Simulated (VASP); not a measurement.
# CdS (I4/mmm) in VASP: single point with HSE06

Aim: the single point of CdS with HSE06.

All numbers are computed with VASP 6.6.1; they aren't measurements. Logs are shortened: lines on timing, memory, paths and dates and some standing lists are left out, and cuts for length are marked.

### 1 The cell of the first run

Symmetry: I4/mmm, No. 139, tetragonal system. Conventional cell: a = 3.972 Å, b = 3.972 Å, c = 5.331 Å, α = 90.00°, β = 90.00°, γ = 90.00°. Cd (site symmetry 4/mmm) has 6 S at 2.67 to 2.81 Å within 3.5 Å. Within 3.5 Å of S (site symmetry 4/mmm) lie 6 Cd at 2.67 to 2.81 Å.

### 2 Single point, HSE06 (epitaxial xy strain +3.0%)

Input file POSCAR:

```
CdS
1.0
    0.0000000000      2.8085798418      2.6656717241
    2.8085798418      0.0000000000      2.6656717241
    2.8085798418      2.8085798418      0.0000000000
Cd S
1 1
Direct
    0.0000000000      0.0000000000      0.0000000000
    0.5000000000      0.5000000000      0.5000000000
```

Input file INCAR.step1:

```
  ALGO = Normal
  EDIFF = 1E-5
  ENCUT = 520
  GGA = PE
  ISIF = 2
  ISMEAR = -1
  LASPH = T
  LCHARG = F
  LREAL = F
  LWAVE = T
  NBANDS = 16
  NELM = 60
  PREC = Accurate
  SIGMA = 0.02
```

Input file INCAR.step2:

```
  ALGO = Normal
  EDIFF = 1E-6
  ENCUT = 520
  GGA = PE
  HFSCREEN = 0.2079
  ISIF = 2
  ISMEAR = -1
  ISTART = 1
  LASPH = T
  LCHARG = F
  LHFCALC = T
  LREAL = F
  LWAVE = F
  NBANDS = 16
  NELM = 60
  PREC = Accurate
  PRECFOCK = Normal
  SIGMA = 0.02
```

Input file KPOINTS:

```
k-points
0
Gamma
  6 6 6
```

Potentials or basis: VASP PAW PBE potentials, release 64 (Cd, S).

Started as:

```bash
$ cat potpaw_PBE.64/Cd/POTCAR potpaw_PBE.64/S/POTCAR > POTCAR
$ cp INCAR.step1 INCAR
$ mpirun -np 1 vasp_std > vasp.out
$ cp INCAR.step2 INCAR
$ mpirun -np 1 vasp_std > vasp.out
```

OUTCAR:

```text
EDIFF = 1E-6
   ENCUT = 520
   GGA = PE
   HFSCREEN = 0.2079
   ISIF = 2
   ISMEAR = -1
   ISTART = 1
   LASPH = T
   LHFCALC = T
   LREAL = F
   NELM = 60
   PREC = Accurate
   PRECFOCK = Normal

 ion  position               nearest neighbor table
   1  0.000  0.000  0.000-   2 2.67   2 2.67   2 2.81   2 2.81   2 2.81   2 2.81
   2  0.500  0.500  0.500-   1 2.67   1 2.67   1 2.81   1 2.81   1 2.81   1 2.81

  LATTYP: Found a body centered tetragonal cell.
 ALAT       =     3.9719317033
 C/A-ratio  =     1.3422545619

  Lattice vectors:

 A1 = (   0.0000000000,  -2.8085798418,  -2.6656717241)
 A2 = (   0.0000000000,   2.8085798418,  -2.6656717241)
 A3 = (   2.8085798418,   0.0000000000,   2.6656717241)

Analysis of symmetry for initial positions (statically):
=====================================================================
 Subroutine PRICEL returns:
 Original cell was already a primitive cell.

 Routine SETGRP: Setting up the symmetry group for a
 body centered tetragonal supercell.

 Subroutine GETGRP returns: Found 16 space group operations
 (whereof 16 operations were pure point group operations)
 out of a pool of 16 trial point group operations.

The static configuration has the point symmetry D_4h.

Analysis of symmetry for dynamics (positions and initial velocities):
=====================================================================
 Subroutine PRICEL returns:
 Original cell was already a primitive cell.

 Routine SETGRP: Setting up the symmetry group for a
 body centered tetragonal supercell.

 Subroutine GETGRP returns: Found 16 space group operations
 (whereof 16 operations were pure point group operations)
 out of a pool of 16 trial point group operations.

The dynamic configuration has the point symmetry D_4h.

 Subroutine INISYM returns: Found 16 space group operations
 (whereof 16 operations are pure point group operations),
 and found     1 'primitive' translations

----------------------------------------------------------------------------------------

                                     Primitive cell

  volume of cell :      42.0543

  direct lattice vectors                    reciprocal lattice vectors
     0.000000000  2.808579842  2.665671724    -0.178025916  0.178025916  0.187569983
     2.808579842  0.000000000  2.665671724     0.178025916 -0.178025916  0.187569983
     2.808579842  2.808579842  0.000000000     0.178025916  0.178025916 -0.187569983

  length of vectors
     3.872199177  3.872199177  3.971931703     0.313956927  0.313956927  0.313956927

  position of ions in fractional coordinates (direct lattice)
     0.000000000  0.000000000  0.000000000
     0.500000000  0.500000000  0.500000000

  ion indices of the primitive-cell ions
   primitive index   ion index
                 1           1
                 2           2

----------------------------------------------------------------------------------------

 KPOINTS: k-points

Automatic generation of k-mesh.
 Grid dimensions read from file:
 generate k-points for:    6    6    6

 Generating k-lattice:

  Cartesian coordinates                     Fractional coordinates (reciprocal lattice)
    -0.029670986  0.029670986  0.031261664     0.166666667  0.000000000  0.000000000
     0.029670986 -0.029670986  0.031261664     0.000000000  0.166666667  0.000000000
     0.029670986  0.029670986 -0.031261664    -0.000000000 -0.000000000  0.166666667

  Length of vectors
     0.052326155  0.052326155  0.052326155

  Shift w.r.t. Gamma in fractional coordinates (k-lattice)
     0.000000000  0.000000000  0.000000000

 Subroutine IBZKPT returns following result:
 ===========================================

 Found     30 irreducible k-points:

 Following reciprocal coordinates:
            Coordinates               Weight
  0.000000  0.000000  0.000000      1.000000
  0.166667  0.000000  0.000000      8.000000
  0.333333  0.000000  0.000000      8.000000
  0.500000 -0.000000  0.000000      4.000000
  0.166667  0.166667  0.000000      2.000000
  0.333333  0.166667  0.000000      8.000000
[... 16 lines left out ...]
  0.333333  0.000000  0.333333      4.000000
  0.500000  0.000000  0.333333     16.000000
 [... further k-points ...]
   k-points           NKPTS =     30   k-points in BZ     NKDIM =    216   number of bands    NBANDS=     16
   number of dos      NEDOS =    301   number of ions     NIONS =      2
   total plane-waves  NPLWV =  27000
   dimension x,y,z NGX =    30 NGY =   30 NGZ =   30
   dimension x,y,z NGXF=    60 NGYF=   60 NGZF=   60
   ions per type =               1   1
   NGX,Y,Z   is equivalent  to a cutoff of  12.88, 12.88, 12.56 a.u.
   NGXF,Y,Z  is equivalent  to a cutoff of  25.76, 25.76, 25.11 a.u.
 SYSTEM =  unknown system
   PREC   = accura    normal or accurate (medium, high low for compatibility)
   ISTART =      1    job   : 0-new  1-cont  2-samecut
   ICHARG =      0    charge: 1-file 2-atom 10-const
   ISPIN  =      1    spin polarized calculation?
   LNONCOLLINEAR =      F non collinear calculations
   LSORBIT =      F    spin-orbit coupling
   LASPH  =      T    aspherical Exc in radial PAW
   ENCUT  =  520.0 eV  38.22 Ry    6.18 a.u.   7.20  7.20  7.39*2*pi/ulx,y,z
   NELM   =     60;   NELMIN=  2; NELMDL=  0     # of ELM steps
   EDIFF  = 0.1E-05   stopping-criterion for ELM
   LREAL  =      F    real-space projection
   EDIFFG = 0.1E-04   stopping-criterion for IOM
   NSW    =      0    number of steps for IOM
   IBRION =     -1    ionic relax: 0-MD 1-quasi-New 2-CG
   NFREE  =      0    steps in history (QN), initial steepest desc. (CG)
   ISIF   =      2    stress and relaxation
   ISYM   =      3    0-nonsym 1-usesym 2-fastsym
   POTIM  = 0.5000    time-step for ionic-motion
   TEBEG  =    0.0;   TEEND  =   0.0 temperature during run
   PSTRESS=    0.0 pullay stress
   NELECT =      18.0000    total number of electrons
   NUPDOWN=      -1.0000    fix difference up-down
   EMIN   =  10.00;   EMAX   =-10.00  energy-range for DOS
   EFERMI =   0.00;   METHOD = LEGACY
   ISMEAR =    -1;   SIGMA  =   0.02  broadening in eV -4-tet -1-fermi 0-gaus
   EFERMI_NEDOS =   21; number of points for ismear=-14 and -15
   IALGO  =     38    algorithm
   IMIX   =      1    mixing-type and parameters
     AMIX     =   0.40;   BMIX     =  1.00
     AMIX_MAG =   1.60;   BMIX_MAG =  1.00
  volume/ion in A,a.u.               =      21.03       141.90
  Fermi-wavevector in a.u.,A,eV,Ry     =   1.233755  2.331459 20.710127  1.522151
  Thomas-Fermi vector in A             =   2.368473
   LORBIT       =      0    0 simple, 1 ext, 2 COOP (PROOUT), +10 PAW based schemes
   GGA     = PE    functional components
   LHFCALC =     T    Hartree Fock is set to
   PRECFOCK=normal    Normal, Fast or Accurate (Low or Medium for compatibility)
   ENCUT4O =  -1.0   cutoff for four orbital integrals eV
   NKREDX  =     1    reduce k-point grid by
   NKREDY  =     1    reduce k-point grid by
   NKREDZ  =     1    reduce k-point grid by
   AEXX    =    0.2500 exact exchange contribution
   HFSCREEN=    0.2079 screening length (either q_TF or 0.3 A-1)
   HFSCREENC=   0.2079 screening length for correlation (either q_TF or 0.3 A-1)
   ENCUTFOCK=  -1.0 apply spherical cutoff to Coloumb kernel
   IVDW    =     0    specifies the selected vdW correction
   LEPSILON=     F    determine dielectric tensor
   LRPA    =     F    only Hartree local field effects (RPA)
 non-spin polarized calculation
  energy-cutoff  :      520.00
  volume of cell :       42.05
 maximum number of plane-waves:      1153
 NGX is ok and might be reduce to    30
  NGX = 24; NGY = 24; NGZ = 24

 number of electron      18.0000004 magnetization

 Free energy of the ion-electron system (eV)
  ---------------------------------------------------
  ext. energy  EPLUGINS =         0.00000000
  ---------------------------------------------------
  free energy    TOTEN  =        -7.32557193 eV

  energy without entropy =       -7.32557193  energy(sigma->0) =       -7.32557193

 E-fermi :   2.5598     XC(G=0):  -8.4820

 val. band max:        2.1460938993   @ k =   0.5000  -0.0000   0.0000
 cond. band min:       3.1052616017   @ k =   0.5000   0.5000   0.0000
 fundamental gap:      0.9591677025
 Fermi energy:         2.5598155543

 k-point     1 :       0.0000    0.0000    0.0000
  band No.  band energies     occupation
      1     -11.8489      2.00000
      2      -6.7729      2.00000
      3      -6.7716      2.00000
      4      -6.7707      2.00000
      5      -6.7707      2.00000
      6      -6.7139      2.00000
[... 8 lines left out ...]
     15      14.3309      0.00000
     16      14.4216      0.00000

 k-point     2 :       0.1667    0.0000    0.0000
  band No.  band energies     occupation
      1     -11.6046      2.00000
      2      -6.8519      2.00000
      3      -6.8375      2.00000
      4      -6.7794      2.00000
      5      -6.7189      2.00000
      6      -6.6907      2.00000
[... 8 lines left out ...]
     15      13.5212      0.00000
     16      14.4540      0.00000

 k-point     3 :       0.3333    0.0000    0.0000
  band No.  band energies     occupation
      1     -11.0269      2.00000
      2      -7.0154      2.00000
      3      -6.9635      2.00000
      4      -6.8557      2.00000
      5      -6.6173      2.00000
      6      -6.6123      2.00000
[... 8 lines left out ...]
     15      14.9626      0.00000
     16      15.0607      0.00000

 k-point     4 :       0.5000   -0.0000    0.0000
  band No.  band energies     occupation
      1     -10.6689      2.00000
      2      -7.1030      2.00000
      3      -7.0246      2.00000
      4      -6.9326      2.00000
      5      -6.5779      2.00000
      6      -6.5577      2.00000
[... 8 lines left out ...]
     15      16.1922      0.00000
     16      16.6760      0.00000
[... 324 lines left out ...]
 k-point    22 :      -0.3333    0.5000    0.1667
  band No.  band energies     occupation
      1     -10.8355      2.00000
      2      -6.8079      2.00000
      3      -6.7890      2.00000
      4      -6.6335      2.00000
      5      -6.5026      2.00000
      6      -5.8535      2.00000
[... 8 lines left out ...]
     15      17.2530      0.00000
     16      18.1840      0.00000

 k-point    23 :       0.3333    0.0000    0.3333
  band No.  band energies     occupation
      1     -11.1244      2.00000
      2      -6.8670      2.00000
      3      -6.7186      2.00000
      4      -6.5820      2.00000
      5      -6.5777      2.00000
      6      -6.5229      2.00000
[... 8 lines left out ...]
     15      16.9504      0.00000
     16      18.7043      0.00000

 k-point    24 :       0.5000    0.0000    0.3333
  band No.  band energies     occupation
      1     -10.9213      2.00000
      2      -6.8653      2.00000
      3      -6.7874      2.00000
      4      -6.5965      2.00000
      5      -6.5323      2.00000
      6      -6.1628      2.00000
[... 8 lines left out ...]
     15      17.3541      0.00000
     16      18.6176      0.00000

 [... further k-points ...]

------------------------ aborting loop because EDIFF is reached ----------------------------------------

  FORCE on cell =-STRESS in cart. coord.  units (eV):
  Direction    XX          YY          ZZ          XY          YZ          ZX
  --------------------------------------------------------------------------------------
  -------------------------------------------------------------------------------------
  Total       -0.8173331     -0.8173331      0.0893929      0.0000000      0.0000000     -0.0000000
  in kB      -31.1386258    -31.1386258      3.4056778      0.0000000      0.0000000     -0.0000000
  external PRESSURE =     -19.6238579 kB  Pullay stress =       0.0000000 kB

 VOLUME and BASIS-vectors are now :
 -----------------------------------------------------------------------------
  energy-cutoff  :      520.00
  volume of cell :       42.05
      direct lattice vectors                 reciprocal lattice vectors
     0.000000000  2.808579842  2.665671724    -0.178025916  0.178025916  0.187569983
     2.808579842  0.000000000  2.665671724     0.178025916 -0.178025916  0.187569983
     2.808579842  2.808579842  0.000000000     0.178025916  0.178025916 -0.187569983

 POSITION                                       TOTAL-FORCE (eV/Angst)
 -----------------------------------------------------------------------------------
      0.00000      0.00000      0.00000         0.000000      0.000000      0.000000
      2.80858      2.80858      2.66567         0.000000      0.000000     -0.000000
 -----------------------------------------------------------------------------------
    total drift:                                0.000001      0.000000     -0.000002

  FREE ENERGIE OF THE ION-ELECTRON SYSTEM (eV)
  ---------------------------------------------------
  free  energy   TOTEN  =        -7.3255719286 eV

  energy  without entropy=       -7.3255719286  energy(sigma->0) =       -7.32557193
```

Run time: 2 h. Hardware: 1 thread of Oxide Virtual Turin-like, shared host; peak memory 0.26 GiB.

What came out:

```
Free energy            : -7.3256 eV
Pressure               : -2.0 GPa
Band gap on the k mesh : 0.96 eV (least direct gap 2.41 eV)
```

Caveat: the cell differs from its parent crystal (epitaxial xy strain +3.0%); the PAW data sets were made with another functional, which shifts forces and pressure a little. A k mesh can miss the band edges.
